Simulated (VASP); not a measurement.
# Hf (P6_3/mmc) in VASP: notebook

The runs below take Hf through relaxation of cell and atoms, single point, with PBEsol, LDA.

Everything below comes from runs of VASP 6.6.1. Logs are shortened: lines on timing, memory, paths and dates and some standing lists are left out, and cuts for length are marked.

### Step 1. The cell of the first run

Symmetry: P6_3/mmc, No. 194, hexagonal system. The conventional cell has a = 3.197 Å, b = 3.197 Å, c = 5.058 Å, α = 90.00°, β = 90.00°, γ = 120.00°. Hf (site symmetry -6m2) has 12 Hf at 3.13 to 3.20 Å within 4.1 Å.

### Step 2. Relaxation of cell and atoms, PBEsol, target pressure 20 GPa, at which the enthalpy is minimised

The input, INCAR:

```
SYSTEM = Hf
PREC = Accurate
ENCUT = 600
EDIFF = 1E-6
ISMEAR = -1
SIGMA = 0.05
LREAL = .FALSE.
LASPH = .TRUE.
NELM = 80
ALGO = Normal
ISIF = 3
LWAVE = .FALSE.
LCHARG = .FALSE.
GGA = PS
IBRION = 2
NSW = 80
EDIFFG = -0.005
PSTRESS = 200.0
```

The input, KPOINTS:

```
Automatic mesh
0
G
  10 10 5
  0 0 0
```

The input, POSCAR:

```
Hf
1.0
    3.1967000000      0.0000000000      0.0000000000
   -1.5983500000      2.7684234083      0.0000000000
    0.0000000000      0.0000000000      5.0578000000
Hf
2
Direct
    0.6666666667      0.3333333333      0.7500000000
    0.3333333333      0.6666666667      0.2500000000
```

Potentials or basis: VASP PAW PBE potentials, release 64 (Hf_pv).

On the command line:

```bash
$ cat potpaw_PBE.64/Hf_pv/POTCAR > POTCAR
$ mpirun -np 1 vasp_std > vasp.out
```

OUTCAR:

```text
SYSTEM = Hf
   PREC = Accurate
   ENCUT = 600
   EDIFF = 1E-6
   ISMEAR = -1
   LREAL = .FALSE.
   LASPH = .TRUE.
   NELM = 80
   ISIF = 3
   GGA = PS
   IBRION = 2
   NSW = 80
   EDIFFG = -0.005
   PSTRESS = 200.0

 ion  position               nearest neighbor table
   1  0.667  0.333  0.750-   2 3.13   2 3.13   2 3.13   2 3.13   2 3.13   2 3.13
   2  0.333  0.667  0.250-   1 3.13   1 3.13   1 3.13   1 3.13   1 3.13   1 3.13

  LATTYP: Found a hexagonal cell.
 ALAT       =     3.1967000000
 C/A-ratio  =     1.5821941377

  Lattice vectors:

 A1 = (   3.1967000000,   0.0000000000,   0.0000000000)
 A2 = (  -1.5983500000,   2.7684234083,   0.0000000000)
 A3 = (   0.0000000000,   0.0000000000,   5.0578000000)

Analysis of symmetry for initial positions (statically):
=====================================================================
 Subroutine PRICEL returns:
 Original cell was already a primitive cell.

 Routine SETGRP: Setting up the symmetry group for a
 hexagonal supercell.

 Subroutine GETGRP returns: Found 24 space group operations
 (whereof 12 operations were pure point group operations)
 out of a pool of 24 trial point group operations.

The static configuration has the point symmetry D_3d.
 The point group associated with its full space group is D_6h.

Analysis of symmetry for dynamics (positions and initial velocities):
=====================================================================
 Subroutine PRICEL returns:
 Original cell was already a primitive cell.

 Routine SETGRP: Setting up the symmetry group for a
 hexagonal supercell.

 Subroutine GETGRP returns: Found 24 space group operations
 (whereof 12 operations were pure point group operations)
 out of a pool of 24 trial point group operations.

The dynamic configuration has the point symmetry D_3d.
 The point group associated with its full space group is D_6h.

 Subroutine INISYM returns: Found 24 space group operations
 (whereof 12 operations are pure point group operations),
 and found     1 'primitive' translations

----------------------------------------------------------------------------------------

                                     Primitive cell

  volume of cell :      44.7606

  direct lattice vectors                    reciprocal lattice vectors
     3.196700000  0.000000000  0.000000000     0.312822598  0.180608211  0.000000000
    -1.598350000  2.768423408  0.000000000     0.000000000  0.361216423  0.000000000
     0.000000000  0.000000000  5.057800000     0.000000000  0.000000000  0.197714421

  length of vectors
     3.196700000  3.196700000  5.057800000     0.361216423  0.361216423  0.197714421

  position of ions in fractional coordinates (direct lattice)
     0.666666667  0.333333333  0.750000000
     0.333333333  0.666666667  0.250000000

  ion indices of the primitive-cell ions
   primitive index   ion index
                 1           1
                 2           2

----------------------------------------------------------------------------------------

 KPOINTS: Automatic mesh

Automatic generation of k-mesh.
 Grid dimensions read from file:
 generate k-points for:   10   10    5

 Generating k-lattice:

  Cartesian coordinates                     Fractional coordinates (reciprocal lattice)
     0.031282260  0.018060821  0.000000000     0.100000000 -0.000000000  0.000000000
     0.000000000  0.036121642  0.000000000     0.000000000  0.100000000  0.000000000
     0.000000000  0.000000000  0.039542884     0.000000000  0.000000000  0.200000000

  Length of vectors
     0.036121642  0.036121642  0.039542884

  Shift w.r.t. Gamma in fractional coordinates (k-lattice)
     0.000000000  0.000000000  0.000000000

 Subroutine IBZKPT returns following result:
 ===========================================

 Found     42 irreducible k-points:

 Following reciprocal coordinates:
            Coordinates               Weight
  0.000000  0.000000  0.000000      1.000000
  0.100000  0.000000  0.000000      6.000000
  0.200000  0.000000  0.000000      6.000000
  0.300000  0.000000  0.000000      6.000000
  0.400000  0.000000  0.000000      6.000000
  0.500000  0.000000  0.000000      3.000000
[... 16 lines left out ...]
  0.300000  0.100000  0.200000     24.000000
  0.400000  0.100000  0.200000     24.000000
 [... further k-points ...]
   k-points           NKPTS =     42   k-points in BZ     NKDIM =     42   number of bands    NBANDS=     14
   number of dos      NEDOS =    301   number of ions     NIONS =      2
   total plane-waves  NPLWV =  31360
   dimension x,y,z NGX =    28 NGY =   28 NGZ =   40
   dimension x,y,z NGXF=    56 NGYF=   56 NGZF=   80
   ions per type =               2
   NGX,Y,Z   is equivalent  to a cutoff of  14.56, 14.56, 13.15 a.u.
   NGXF,Y,Z  is equivalent  to a cutoff of  29.12, 29.12, 26.30 a.u.
 SYSTEM =  Hf
   PREC   = accura    normal or accurate (medium, high low for compatibility)
   ISTART =      0    job   : 0-new  1-cont  2-samecut
   ICHARG =      2    charge: 1-file 2-atom 10-const
   ISPIN  =      1    spin polarized calculation?
   LNONCOLLINEAR =      F non collinear calculations
   LSORBIT =      F    spin-orbit coupling
   LASPH  =      T    aspherical Exc in radial PAW
   ENCUT  =  600.0 eV  44.10 Ry    6.64 a.u.   6.38  6.38 10.10*2*pi/ulx,y,z
   NELM   =     80;   NELMIN=  2; NELMDL= -5     # of ELM steps
   EDIFF  = 0.1E-05   stopping-criterion for ELM
   LREAL  =      F    real-space projection
   EDIFFG = -.5E-02   stopping-criterion for IOM
   NSW    =     80    number of steps for IOM
   IBRION =      2    ionic relax: 0-MD 1-quasi-New 2-CG
   NFREE  =      1    steps in history (QN), initial steepest desc. (CG)
   ISIF   =      3    stress and relaxation
   ISYM   =      2    0-nonsym 1-usesym 2-fastsym
   POTIM  = 0.5000    time-step for ionic-motion
   TEBEG  =    0.0;   TEEND  =   0.0 temperature during run
   PSTRESS=  200.0 pullay stress
   NELECT =      20.0000    total number of electrons
   NUPDOWN=      -1.0000    fix difference up-down
   EMIN   =  10.00;   EMAX   =-10.00  energy-range for DOS
   EFERMI =   0.00;   METHOD = LEGACY
   ISMEAR =    -1;   SIGMA  =   0.05  broadening in eV -4-tet -1-fermi 0-gaus
   EFERMI_NEDOS =   21; number of points for ismear=-14 and -15
   IALGO  =     38    algorithm
   IMIX   =      4    mixing-type and parameters
     AMIX     =   0.40;   BMIX     =  1.00
     AMIX_MAG =   1.60;   BMIX_MAG =  1.00
  volume/ion in A,a.u.               =      22.38       151.03
  Fermi-wavevector in a.u.,A,eV,Ry     =   1.251563  2.365112 21.312311  1.566411
  Thomas-Fermi vector in A             =   2.385505
   LORBIT       =      0    0 simple, 1 ext, 2 COOP (PROOUT), +10 PAW based schemes
   GGA     = PS    functional components
   LHFCALC =     F    Hartree Fock is set to
   AEXX    =    0.0000 exact exchange contribution
   IVDW    =     0    specifies the selected vdW correction
   LEPSILON=     F    determine dielectric tensor
   LRPA    =     F    only Hartree local field effects (RPA)
 conjugate gradient relaxation of ions
 non-spin polarized calculation
  energy-cutoff  :      600.00
  volume of cell :       44.76
 maximum number of plane-waves:      1518
 NGX is ok and might be reduce to    28
   NGX = 13   NGY = 13   NGZ = 21

--------------------------------------- Ionic step        1  -------------------------------------------

 number of electron      20.0000001 magnetization

 Free energy of the ion-electron system (eV)
  ---------------------------------------------------
  ext. energy  EPLUGINS =         0.00000000
  ---------------------------------------------------
  free energy    TOTEN  =       -20.99013392 eV

  energy without entropy =      -20.97922577  energy(sigma->0) =      -20.98467985

------------------------ aborting loop because EDIFF is reached ----------------------------------------

  FORCE on cell =-STRESS in cart. coord.  units (eV):
  Direction    XX          YY          ZZ          XY          YZ          ZX
  --------------------------------------------------------------------------------------
  -------------------------------------------------------------------------------------
  Total       -1.1476484     -1.1476484     -1.2930896      0.0000000      0.0000000      0.0000000
  in kB      -41.0793334    -41.0793334    -46.2853072      0.0000000      0.0000000      0.0000000
  external PRESSURE =    -242.8146580 kB  Pullay stress =     200.0000000 kB
[... 93 lines left out ...]
  FREE ENERGIE OF THE ION-ELECTRON SYSTEM (eV)
  ---------------------------------------------------
  free  energy   TOTEN  =       -20.7924673832 eV

  energy  without entropy=      -20.7850681612  energy(sigma->0) =      -20.78876777

  enthalpy is  TOTEN    =       -16.0150896009 eV   P V=        4.7773777823

[... ionic steps 4 to 7 ...]

--------------------------------------- Ionic step        8  -------------------------------------------

 number of electron      19.9999999 magnetization

------------------------ aborting loop because EDIFF is reached ----------------------------------------

  FORCE on cell =-STRESS in cart. coord.  units (eV):
  Direction    XX          YY          ZZ          XY          YZ          ZX
  --------------------------------------------------------------------------------------
  -------------------------------------------------------------------------------------
  Total        4.5663165      4.5663165      4.7106061      0.0000000      0.0000000     -0.0000000
  in kB      194.7858478    194.7858478    200.9408282      0.0000000      0.0000000     -0.0000000
  external PRESSURE =      -3.1624921 kB  Pullay stress =     200.0000000 kB
[... 61 lines left out ...]
  enthalpy is  TOTEN    =       -16.0244433310 eV   P V=        4.6773213169

--------------------------------------- Ionic step       10  -------------------------------------------

 number of electron      19.9999999 magnetization

 Free energy of the ion-electron system (eV)
  ---------------------------------------------------
  ext. energy  EPLUGINS =         0.00000000
  ---------------------------------------------------
  free energy    TOTEN  =       -20.70387971 eV

  energy without entropy =      -20.69572687  energy(sigma->0) =      -20.69980329

 E-fermi :   6.0521     XC(G=0): -12.2282

 val. band max:        5.9541072992   @ k =   0.3000   0.3000   0.4000
 cond. band min:       6.0624445861   @ k =   0.0000   0.0000   0.4000
 fundamental gap:      0.1083372870
 Fermi energy:         6.0520772022

 k-point     1 :       0.0000    0.0000    0.0000
  band No.  band energies     occupation
      1     -24.9766      2.00000
      2     -23.6639      2.00000
      3     -23.6639      2.00000
      4     -23.4502      2.00000
      5     -23.4502      2.00000
      6     -23.4479      2.00000
      7      -1.9057      2.00000
      8       1.7277      2.00000
      9       7.2382      0.00000
     10       7.2382      0.00000
     11       7.4592      0.00000
     12       7.5103      0.00000
     13       8.2569      0.00000
     14       8.2569      0.00000
[... 375 lines left out ...]
 k-point    24 :       0.4000    0.1000    0.2000
  band No.  band energies     occupation
      1     -24.7567      2.00000
      2     -24.5369      2.00000
      3     -24.1802      2.00000
      4     -23.9748      2.00000
      5     -23.7996      2.00000
      6     -23.6837      2.00000
      7       2.1040      2.00000
      8       3.0091      2.00000
      9       4.1288      2.00000
     10       4.8254      2.00000
     11       6.6475      0.00001
     12       7.5558      0.00000
     13       8.0066      0.00000
     14      11.7407      0.00000

 [... further k-points ...]
[... 5 lines left out ...]
  --------------------------------------------------------------------------------------
  -------------------------------------------------------------------------------------
  Total        4.6801418      4.6801418      4.6819689     -0.0000000      0.0000000     -0.0000000
  in kB      200.0306665    200.0306665    200.1087596     -0.0000000      0.0000000     -0.0000000
  external PRESSURE =       0.0566975 kB  Pullay stress =     200.0000000 kB
[... 17 lines left out ...]
  FREE ENERGIE OF THE ION-ELECTRON SYSTEM (eV)
  ---------------------------------------------------
  free  energy   TOTEN  =       -20.7038797091 eV

  energy  without entropy=      -20.6957268676  energy(sigma->0) =      -20.69980329

  enthalpy is  TOTEN    =       -16.0244554625 eV   P V=        4.6794242466

 reached required accuracy - stopping structural energy minimisation
```

Run time: 1.9 min. Hardware: 1 thread of Intel Xeon Platinum 8488C (Sapphire Rapids), shared host; peak memory 0.21 GiB.

Results:

| Property | Result |
| --- | --- |
| Free energy | -20.7039 eV |
| Relaxed volume | 18.74 Å³/atom |
| Relaxed cell | a = 3.007 Å, b = 3.007 Å, c = 4.786 Å, α = 90.00°, β = 90.00°, γ = 120.00° |
| Space group after relaxing (to 0.05 Å) | P6_3/mmc (No. 194) |
| Energy change on relaxing (the enthalpy is what falls) | +143.1 meV/atom |
| Ionic steps | 10 |
| Pressure after relaxing | 20.0 GPa |
| Band gap on the k mesh | zero (band 10 reaches 7.24 eV, above the bottom of band 11 at 5.67 eV) |

The path:
```tsv
step	energy change (eV)	largest force (eV/Å)	pressure (GPa)	volume (Å³)
1	0.0000	0.0000	-4.28	44.76
2	4.7550	0.0000	131.74	26.19
3	0.1977	0.0000	16.45	38.27
4	0.2645	0.0000	19.21	37.67
5	0.2846	0.0000	19.99	37.51
6	0.3020	0.0000	20.63	37.37
7	0.2582	0.0000	18.92	37.72
8	0.2774	0.0000	19.68	37.56
9	0.2884	0.0000	20.07	37.47
10	0.2863	0.0000	20.01	37.49
```

Final structure:
```cif
data_structure
_symmetry_space_group_name_H-M 'P 1'
_symmetry_Int_Tables_number 1
_cell_length_a 3.0073
_cell_length_b 3.0073
_cell_length_c 4.7863
_cell_angle_alpha 90.000
_cell_angle_beta 90.000
_cell_angle_gamma 120.000
_cell_volume 37.49
loop_
_atom_site_label
_atom_site_type_symbol
_atom_site_fract_x
_atom_site_fract_y
_atom_site_fract_z
_atom_site_occupancy
Hf1 Hf 0.66667 0.33333 0.75000 1
Hf2 Hf 0.33333 0.66667 0.25000 1
```

Caveat: the cell is relaxed towards a set pressure, so the enthalpy falls and the energy may rise; the volume moved by over 15 % at a fixed basis, so the end points are rough; the PAW data sets were made with another functional, which shifts forces and pressure a little; spin-orbit coupling is left out, which moves the levels of the heavy elements.

(Continued in part 2 of 2.)
